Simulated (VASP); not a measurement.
# ZrC (F-43m) in VASP: further runs

ZrC is run at these levels: HF, r2SCAN0, r2SCANh, HSE06; tasks: single point, relaxation of cell and atoms.

Program: VASP 6.6.1. These are calculated values, not measurements. Logs are shortened: lines on timing, memory, paths and dates and some standing lists are left out, and cuts for length are marked.

## 1. The cell of the first run

It takes space group F-43m (No. 216, cubic). The conventional cell has a = 5.091 Å, b = 5.091 Å, c = 5.091 Å, α = 90.00°, β = 90.00°, γ = 90.00°. Zr (site symmetry -43m) has 4 C at 2.20 Å within 2.9 Å. C (site symmetry -43m) has 4 Zr at 2.20 Å within 2.9 Å.

## 2. Single point, HF

Input file POSCAR:

```
ZrC
1.0
    0.0000000000      2.5455200000      2.5455200000
    2.5455200000      0.0000000000      2.5455200000
    2.5455200000      2.5455200000      0.0000000000
Zr C
1 1
Direct
    0.5000000000      0.5000000000      0.5000000000
    0.7500000000      0.7500000000      0.7500000000
```

Input file INCAR.step1:

```
ALGO = Normal
EDIFF = 1E-5
ENCUT = 520
GGA = PE
ISIF = 2
ISMEAR = -1
LASPH = True
LCHARG = False
LREAL = False
LWAVE = True
NBANDS = 15
NELM = 60
PREC = Accurate
SIGMA = 0.05
```

Input file INCAR.step2:

```
AEXX = 1.0
AGGAC = 0.0
ALDAC = 0.0
ALGO = Normal
EDIFF = 1E-7
ENCUT = 520
GGA = PE
ISIF = 2
ISMEAR = -1
ISTART = 1
LASPH = True
LCHARG = False
LHFCALC = True
LREAL = False
LWAVE = False
NBANDS = 15
NELM = 60
PREC = Accurate
PRECFOCK = Normal
SIGMA = 0.05
```

Input file KPOINTS:

```
k-points
0
Gamma
  5 5 5
```

Potentials or basis: VASP PAW PBE potentials, release 64 (Zr_sv, C).

Command:

```
$ cat potpaw_PBE.64/Zr_sv/POTCAR potpaw_PBE.64/C/POTCAR > POTCAR
$ cp INCAR.step1 INCAR
$ mpirun -np 1 vasp_std > vasp.out
$ cp INCAR.step2 INCAR
$ mpirun -np 1 vasp_std > vasp.out
```

OUTCAR:

```text
AEXX = 1.0
   EDIFF = 1E-7
   ENCUT = 520
   GGA = PE
   ISIF = 2
   ISMEAR = -1
   ISTART = 1
   LASPH = True
   LHFCALC = True
   LREAL = False
   NELM = 60
   PREC = Accurate
   PRECFOCK = Normal

 ion  position               nearest neighbor table
   1  0.500  0.500  0.500-   2 2.20   2 2.20   2 2.20   2 2.20
   2  0.750  0.750  0.750-   1 2.20   1 2.20   1 2.20   1 2.20

  LATTYP: Found a face centered cubic cell.
 ALAT       =     5.0910400000

  Lattice vectors:

 A1 = (   0.0000000000,   2.5455200000,   2.5455200000)
 A2 = (   2.5455200000,   0.0000000000,   2.5455200000)
 A3 = (   2.5455200000,   2.5455200000,   0.0000000000)

Analysis of symmetry for initial positions (statically):
=====================================================================
 Subroutine PRICEL returns:
 Original cell was already a primitive cell.

 Routine SETGRP: Setting up the symmetry group for a
 face centered cubic supercell.

 Subroutine GETGRP returns: Found 24 space group operations
 (whereof 24 operations were pure point group operations)
 out of a pool of 48 trial point group operations.

The static configuration has the point symmetry T_d .

Analysis of symmetry for dynamics (positions and initial velocities):
=====================================================================
 Subroutine PRICEL returns:
 Original cell was already a primitive cell.

 Routine SETGRP: Setting up the symmetry group for a
 face centered cubic supercell.

 Subroutine GETGRP returns: Found 24 space group operations
 (whereof 24 operations were pure point group operations)
 out of a pool of 48 trial point group operations.

The dynamic configuration has the point symmetry T_d .

 Subroutine INISYM returns: Found 24 space group operations
 (whereof 24 operations are pure point group operations),
 and found     1 'primitive' translations

----------------------------------------------------------------------------------------

                                     Primitive cell

  volume of cell :      32.9883

  direct lattice vectors                    reciprocal lattice vectors
     0.000000000  2.545520000  2.545520000    -0.196423521  0.196423521  0.196423521
     2.545520000  0.000000000  2.545520000     0.196423521 -0.196423521  0.196423521
     2.545520000  2.545520000  0.000000000     0.196423521  0.196423521 -0.196423521

  length of vectors
     3.599908907  3.599908907  3.599908907     0.340215517  0.340215517  0.340215517

  position of ions in fractional coordinates (direct lattice)
     0.500000000  0.500000000  0.500000000
     0.750000000  0.750000000  0.750000000

  ion indices of the primitive-cell ions
   primitive index   ion index
                 1           1
                 2           2

----------------------------------------------------------------------------------------

 KPOINTS: k-points

Automatic generation of k-mesh.
 Grid dimensions read from file:
 generate k-points for:    5    5    5

 Generating k-lattice:

  Cartesian coordinates                     Fractional coordinates (reciprocal lattice)
    -0.039284704  0.039284704  0.039284704     0.200000000  0.000000000  0.000000000
     0.039284704 -0.039284704  0.039284704     0.000000000  0.200000000  0.000000000
     0.039284704  0.039284704 -0.039284704     0.000000000  0.000000000  0.200000000

  Length of vectors
     0.068043103  0.068043103  0.068043103

  Shift w.r.t. Gamma in fractional coordinates (k-lattice)
     0.000000000  0.000000000  0.000000000

 Subroutine IBZKPT returns following result:
 ===========================================

 Found     10 irreducible k-points:

 Following reciprocal coordinates:
            Coordinates               Weight
  0.000000  0.000000  0.000000      1.000000
  0.200000  0.000000  0.000000      8.000000
  0.400000  0.000000  0.000000      8.000000
  0.200000  0.200000  0.000000      6.000000
  0.400000  0.200000  0.000000     24.000000
 -0.400000  0.200000  0.000000     24.000000
 -0.200000  0.200000  0.000000     12.000000
  0.400000  0.400000  0.000000      6.000000
 -0.400000  0.400000  0.000000     12.000000
 -0.400000  0.400000  0.200000     24.000000
   k-points           NKPTS =     10   k-points in BZ     NKDIM =    125   number of bands    NBANDS=     15
   number of dos      NEDOS =    301   number of ions     NIONS =      2
   total plane-waves  NPLWV =  21952
   dimension x,y,z NGX =    28 NGY =   28 NGZ =   28
   dimension x,y,z NGXF=    56 NGYF=   56 NGZF=   56
   ions per type =               1   1
   NGX,Y,Z   is equivalent  to a cutoff of  12.93, 12.93, 12.93 a.u.
   NGXF,Y,Z  is equivalent  to a cutoff of  25.86, 25.86, 25.86 a.u.
 SYSTEM =  unknown system
   PREC   = accura    normal or accurate (medium, high low for compatibility)
   ISTART =      1    job   : 0-new  1-cont  2-samecut
   ICHARG =      0    charge: 1-file 2-atom 10-const
   ISPIN  =      1    spin polarized calculation?
   LNONCOLLINEAR =      F non collinear calculations
   LSORBIT =      F    spin-orbit coupling
   LASPH  =      T    aspherical Exc in radial PAW
   ENCUT  =  520.0 eV  38.22 Ry    6.18 a.u.   6.69  6.69  6.69*2*pi/ulx,y,z
   NELM   =     60;   NELMIN=  2; NELMDL=  0     # of ELM steps
   EDIFF  = 0.1E-06   stopping-criterion for ELM
   LREAL  =      F    real-space projection
   EDIFFG = 0.1E-05   stopping-criterion for IOM
   NSW    =      0    number of steps for IOM
   IBRION =     -1    ionic relax: 0-MD 1-quasi-New 2-CG
   NFREE  =      0    steps in history (QN), initial steepest desc. (CG)
   ISIF   =      2    stress and relaxation
   ISYM   =      3    0-nonsym 1-usesym 2-fastsym
   POTIM  = 0.5000    time-step for ionic-motion
   TEBEG  =    0.0;   TEEND  =   0.0 temperature during run
   PSTRESS=    0.0 pullay stress
   NELECT =      16.0000    total number of electrons
   NUPDOWN=      -1.0000    fix difference up-down
   EMIN   =  10.00;   EMAX   =-10.00  energy-range for DOS
   EFERMI =   0.00;   METHOD = LEGACY
   ISMEAR =    -1;   SIGMA  =   0.05  broadening in eV -4-tet -1-fermi 0-gaus
   EFERMI_NEDOS =   21; number of points for ismear=-14 and -15
   IALGO  =     38    algorithm
   IMIX   =      1    mixing-type and parameters
     AMIX     =   0.40;   BMIX     =  1.00
     AMIX_MAG =   1.60;   BMIX_MAG =  1.00
  volume/ion in A,a.u.               =      16.49       111.31
  Fermi-wavevector in a.u.,A,eV,Ry     =   1.286259  2.430676 22.510313  1.654461
  Thomas-Fermi vector in A             =   2.418344
   LORBIT       =      0    0 simple, 1 ext, 2 COOP (PROOUT), +10 PAW based schemes
   GGA     = PE    functional components
   LHFCALC =     T    Hartree Fock is set to
   PRECFOCK=normal    Normal, Fast or Accurate (Low or Medium for compatibility)
   ENCUT4O =  -1.0   cutoff for four orbital integrals eV
   NKREDX  =     1    reduce k-point grid by
   NKREDY  =     1    reduce k-point grid by
   NKREDZ  =     1    reduce k-point grid by
   AEXX    =    1.0000 exact exchange contribution
   HFSCREEN=    0.0000 screening length (either q_TF or 0.3 A-1)
   HFSCREENC=   0.0000 screening length for correlation (either q_TF or 0.3 A-1)
   ENCUTFOCK=  -1.0 apply spherical cutoff to Coloumb kernel
   IVDW    =     0    specifies the selected vdW correction
   LEPSILON=     F    determine dielectric tensor
   LRPA    =     F    only Hartree local field effects (RPA)
 non-spin polarized calculation
  energy-cutoff  :      520.00
  volume of cell :       32.99
 maximum number of plane-waves:       899
  NGX = 24; NGY = 24; NGZ = 24

 number of electron      16.0000001 magnetization

 Free energy of the ion-electron system (eV)
  ---------------------------------------------------
  ext. energy  EPLUGINS =         0.00000000
  ---------------------------------------------------
  free energy    TOTEN  =       -33.37168395 eV

  energy without entropy =      -33.37168395  energy(sigma->0) =      -33.37168395

 E-fermi :   5.1509     XC(G=0):   0.0000

 val. band max:        4.0059424558   @ k =  -0.4000   0.4000   0.0000
 cond. band min:      11.3287724421   @ k =  -0.4000   0.4000   0.0000
 fundamental gap:      7.3228299863
 Fermi energy:         5.1509324998

 k-point     1 :       0.0000    0.0000    0.0000
  band No.  band energies     occupation
      1     -56.3159      2.00000
      2     -28.5209      2.00000
      3     -28.5209      2.00000
      4     -28.5209      2.00000
      5     -10.3097      2.00000
      6       1.3850      2.00000
      7       1.3850      2.00000
      8       1.3850      2.00000
      9      14.7843      0.00000
     10      15.6390      0.00000
     11      15.6390      0.00000
     12      21.4750      0.00000
     13      21.4750      0.00000
     14      21.4750      0.00000
     15      27.7569      0.00000

 k-point     2 :       0.2000    0.0000    0.0000
  band No.  band energies     occupation
      1     -56.2955      2.00000
      2     -28.7839      2.00000
      3     -28.5595      2.00000
      4     -28.5595      2.00000
      5      -9.6403      2.00000
      6       0.8642      2.00000
      7       1.7983      2.00000
      8       1.7983      2.00000
      9      15.1258      0.00000
     10      15.1258      0.00000
     11      16.4139      0.00000
     12      20.7083      0.00000
     13      22.3016      0.00000
     14      22.3016      0.00000
     15      23.3513      0.00000
[... 113 lines left out ...]
      3     -28.8824      2.00000
      4     -28.7589      2.00000
      5      -7.9209      2.00000
      6       0.2732      2.00000
      7       3.9267      2.00000
      8       4.0059      2.00000
      9      11.3288      0.00000
     10      16.1828      0.00000
     11      16.2041      0.00000
     12      19.1543      0.00000
     13      19.5023      0.00000
     14      24.9133      0.00000
     15      26.4557      0.00000

 k-point    10 :      -0.4000    0.4000    0.2000
  band No.  band energies     occupation
      1     -56.2423      2.00000
      2     -29.1240      2.00000
      3     -28.8766      2.00000
      4     -28.7495      2.00000
      5      -8.0310      2.00000
      6       0.8183      2.00000
      7       2.7197      2.00000
      8       3.9759      2.00000
      9      11.9447      0.00000
     10      15.0145      0.00000
     11      17.3461      0.00000
     12      19.0070      0.00000
     13      20.8280      0.00000
     14      23.7891      0.00000
     15      24.7382      0.00000

------------------------ aborting loop because EDIFF is reached ----------------------------------------

  FORCE on cell =-STRESS in cart. coord.  units (eV):
  Direction    XX          YY          ZZ          XY          YZ          ZX
  --------------------------------------------------------------------------------------
  -------------------------------------------------------------------------------------
  Total        1.6767951      1.6767951      1.6767951     -0.0000000      0.0000000      0.0000000
  in kB       81.4387377     81.4387377     81.4387377     -0.0000000      0.0000000      0.0000000
  external PRESSURE =      81.4387377 kB  Pullay stress =       0.0000000 kB

 VOLUME and BASIS-vectors are now :
 -----------------------------------------------------------------------------
  energy-cutoff  :      520.00
  volume of cell :       32.99
      direct lattice vectors                 reciprocal lattice vectors
     0.000000000  2.545520000  2.545520000    -0.196423521  0.196423521  0.196423521
     2.545520000  0.000000000  2.545520000     0.196423521 -0.196423521  0.196423521
     2.545520000  2.545520000  0.000000000     0.196423521  0.196423521 -0.196423521

 POSITION                                       TOTAL-FORCE (eV/Angst)
 -----------------------------------------------------------------------------------
      2.54552      2.54552      2.54552         0.000000      0.000000      0.000000
      3.81828      3.81828      3.81828        -0.000000     -0.000000     -0.000000
 -----------------------------------------------------------------------------------
    total drift:                                0.000000     -0.000000      0.000000

  FREE ENERGIE OF THE ION-ELECTRON SYSTEM (eV)
  ---------------------------------------------------
  free  energy   TOTEN  =       -33.3716839491 eV

  energy  without entropy=      -33.3716839490  energy(sigma->0) =      -33.37168395
```

It took 27 min on 1 thread of Intel Xeon Platinum 8375C at 2.90GHz (Ice Lake), shared host; peak memory 0.17 GiB.

What came out:

```yaml
Free_energy: -33.3717 eV
Pressure: 8.1 GPa
Band_gap_on_the_k_mesh: 7.32 eV
```

Caveat: the k points lie up to 0.43 Å⁻¹ apart; the PAW data sets were made with another functional, which shifts forces and pressure a little; an odd mesh through Γ misses points on the zone boundary, where band edges can lie.

(Continued in part 2 of 2.)
